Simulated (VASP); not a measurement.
Input of a VASP 6.6.1 run:

File INCAR:

```
SYSTEM = NiGe
  PREC = Accurate
  ENCUT = 520
  EDIFF = 1E-6
  ISMEAR = 0
  SIGMA = 0.15
  LREAL = .FALSE.
  LASPH = .TRUE.
  NELM = 80
  ALGO = Fast
  ISIF = 2
  LWAVE = .FALSE.
  LCHARG = .FALSE.
  GGA = PE
  NBANDS = 58
```

KPOINTS

```
regular mesh
0
G
  8 12 8
  0 0 0
```

File POSCAR:

```
NiGe
1.0
    5.3966575280      0.0000000000      0.0000000000
    0.0000000000      3.4808800805      0.0000000000
    0.0000000000      0.0000000000      5.8460821463
Ni Ge
4 4
Direct
    0.9757532307      0.7500000000      0.1901826734
   -0.0128132069      0.2500000000      0.8098173266
    0.4871867931      0.2500000000      0.6901826734
    0.4757532307      0.7500000000      0.3098173266
    0.8103268991      0.7500000000      0.5874320982
    0.1896731009      0.2500000000      0.4125679018
    0.6896731009      0.2500000000      0.0874320982
    0.3103268991      0.7500000000      0.9125679018
```

Potentials or basis: VASP PAW PBE potentials, release 64 (Ni, Ge_d).

The run is started by

```bash
$ cat potpaw_PBE.64/Ni/POTCAR potpaw_PBE.64/Ge_d/POTCAR > POTCAR
$ mpirun -np 1 vasp_std > vasp.out
```

Task: Estimate the pressure.

Result: 0.9 GPa.

Task: What does it give for the band gap on the k mesh?

Result: Zero (bands 48 and 49 overlap by 1.77 eV).

Task: Predict the largest force.

Result: 0.737 eV/Å.

Forces in eV/Å, atoms in the order of the input:
```
Ni   0.606  0.000 -0.012
Ni   0.654  0.000 -0.122
Ni   0.654  0.000  0.122
Ni   0.606  0.000  0.012
Ge  -0.584  0.000 -0.237
Ge  -0.676  0.000 -0.293
Ge  -0.676  0.000  0.293
Ge  -0.584  0.000  0.237
```

Caveat: the cell differs from its parent crystal (all Ni atoms moved -0.100 Å, as atom 1 along Cartesian [1 0 0]). Spin polarisation is off, so any magnetic state and its effect on volume and gap are missing.
